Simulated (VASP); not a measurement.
Set up this calculation in VASP 6.6.1, as the native input.

* Task: single point
* Functional: PBEsol
* Potentials or basis: VASP PAW PBE potentials, release 64 (Se, Zn)
* Cutoff: 520 eV
* k mesh: 8 × 8 × 8
* Occupations: fermi-dirac, width 0.05 eV
* Spin: no spin polarisation
* Dipole correction: no
* Further INCAR settings: ALGO = Normal; EDIFF = 1e-06; NBANDS = 16

The structure of ZnSe (Stilleite) lies in POSCAR:

```
ZnSe
1.0
    0.0000000000      2.5856541560      2.5856541560
    2.5856541560      0.0000000000      2.5856541560
    2.5856541560      2.5856541560      0.0000000000
Se Zn
1 1
Direct
    0.7500000000      0.7500000000      0.7500000000
    0.0000000000      0.0000000000      0.0000000000
```

These files were run (other wordings do the same):

INCAR

```
SYSTEM = ZnSe
  ALGO = Normal
  EDIFF = 1E-6
  ENCUT = 520
  GGA = PS
  ISIF = 2
  ISMEAR = -1
  LASPH = .TRUE.
  LCHARG = .TRUE.
  LELF = .TRUE.
  LREAL = .FALSE.
  LVHAR = .TRUE.
  LWAVE = .FALSE.
  NBANDS = 16
  NELM = 80
  PREC = Accurate
  SIGMA = 0.05
```

KPOINTS

```
k-points
0
G
  8 8 8
  0 0 0
```

Potentials or basis: VASP PAW PBE potentials, release 64 (Se, Zn).

The run is started by

```bash
$ cat potpaw_PBE.64/Se/POTCAR potpaw_PBE.64/Zn/POTCAR > POTCAR
$ mpirun -np 1 vasp_std > vasp.out
```

Results of the run:

```yaml
Pressure: 30.6 GPa
Band_gap_on_the_k_mesh: 2.07 eV, indirect (least direct gap 2.37 eV)
```

Caveat: the PAW data sets were made with another functional, which shifts forces and pressure a little.

It took 16 s on 1 thread of Intel Xeon 6975P-C, with other jobs on the host, peak memory 0.16 GiB.
